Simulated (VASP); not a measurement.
Write the native input for VASP 6.6.1 that does the following.

| Item | Value |
| --- | --- |
| Task | relaxation of cell and atoms |
| Functional | PBE |
| Potentials or basis | VASP PAW PBE potentials, release 64 (Ho_3, F), 4f in core |
| Cutoff | 600 eV |
| k mesh | 6 × 6 × 4 |
| Occupations | gaussian, width 0.1 eV |
| Spin | no spin polarisation |
| Dipole correction | no |
| Further INCAR settings | ALGO = Normal; EDIFF = 1e-07; IBRION = 2; EDIFFG = -0.04; NSW = 90; ISIF = 3 |

The structure of Ho3F2 lies in POSCAR:

```
Ho3F2
1.0
    4.4028118000      0.0000000000      0.0000000000
   -2.2014059000      3.8129468600      0.0000000000
    0.0000000000      0.0000000000      5.3159872700
Ho F
3 2
Direct
    0.0000000000      0.0000000000      0.0000000000
    0.3333333300      0.6666666700      0.6250000000
    0.6666666700      0.3333333300      0.3750000000
    0.3333333300      0.6666666700      0.1380000000
    0.6666666700      0.3333333300      0.8620000000
```

The cell was generated, and may not be a known phase.

The input as run:

INCAR

```
SYSTEM = Ho3F2
ALGO = Normal
EDIFF = 1E-7
EDIFFG = -0.04
ENCUT = 600
GGA = PE
GGA_COMPAT = .False.
IBRION = 2
ISIF = 3
ISMEAR = 0
LASPH = .True.
LCHARG = .False.
LMAXMIX = 6
LREAL = .False.
LWAVE = .False.
NELM = 200
NELMIN = 4
NSW = 90
PREC = Accurate
SIGMA = 0.1
```

KPOINTS

```
k-points
0
Gamma
  6 6 4
  0 0 0
```

Potentials or basis: VASP PAW PBE potentials, release 64 (Ho_3, F), 4f in core.

Command:

```console
$ cat potpaw_PBE.64/Ho_3/POTCAR potpaw_PBE.64/F/POTCAR > POTCAR
$ mpirun -np 1 vasp_std > vasp.out
```

Results of the run:

```
Relaxed volume                        : 23.74 Å³/atom
Relaxed cell                          : a = 5.654 Å, b = 5.654 Å, c = 4.288 Å, α = 90.00°, β = 90.00°, γ = 120.00°
Space group after relaxing (to 0.1 Å) : P6/mmm (No. 191)
Energy gained by relaxing             : 590.8 meV/atom
Ionic steps                           : 45
Pressure after relaxing               : 0.0 GPa
Largest force after relaxing          : 0.032 eV/Å
Band gap on the k mesh                : zero (an odd number of electrons rules out a gap without spin polarisation)
```

Caveat: the volume moved by over 15 % at a fixed basis, so the end points are rough; spin-orbit coupling is left out, which moves the levels of the heavy elements; the 4f electrons are frozen in the core, so they carry no moment and show no levels; an odd number of electrons without spin polarisation forces a metal; a magnetic or distorted state may lie lower; the run has no spin polarisation, though such a crystal can be magnetic.

Wall time 39 min on 1 thread of AMD EPYC 7R13 Processor (Zen 3), on a shared host, peak memory 0.25 GiB.
